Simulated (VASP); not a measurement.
La: electric field gradients with PBE

La:

```
La
1.0
     0.00000    2.68285    2.68285
     2.68285    0.00000    2.68285
     2.68285    2.68285    0.00000
La
1
Direct
  0.00000 0.00000 0.00000
```

This isn't the form of La at room conditions, which is double hcp.

| Item | Value |
| --- | --- |
| Program | VASP 6.6.1 |
| Task | electric field gradients |
| Functional | PBE |
| Potentials or basis | VASP PAW PBE potentials, release 64 (La) |
| Cutoff | 520 eV |
| k mesh | 11 × 11 × 11 |
| Occupations | fermi-dirac, width 0.05 eV |
| Spin | no spin polarisation |
| Dipole correction | no |
| Further INCAR settings | ALGO = Normal; EDIFF = 1e-08; NBANDS = 12 |

The pressure is -1.0 GPa, the band gap on the k mesh is zero (an odd number of electrons rules out a gap without spin polarisation) and the largest electric field gradient by atom is under 0.05 V/Å² on every atom.

Levels at points of the mesh, in eV from the Fermi level:
| k point | band 2 | band 3 | band 4 | band 5 | band 6 | band 7 | band 8 | band 9 |
| --- | --- | --- | --- | --- | --- | --- | --- | --- |
| (0.00, 0.00, 0.00) | -15.97 | -15.97 | -15.97 | -3.18 | 1.29 | 1.48 | 1.48 | 1.48 |

Run time: 25 s on 1 thread of Intel(R) Xeon(R) Platinum 8488C (Sapphire Rapids), on a shared host, peak memory 0.18 GiB.

Caveat: spin-orbit coupling is left out, which moves the levels of the heavy elements.
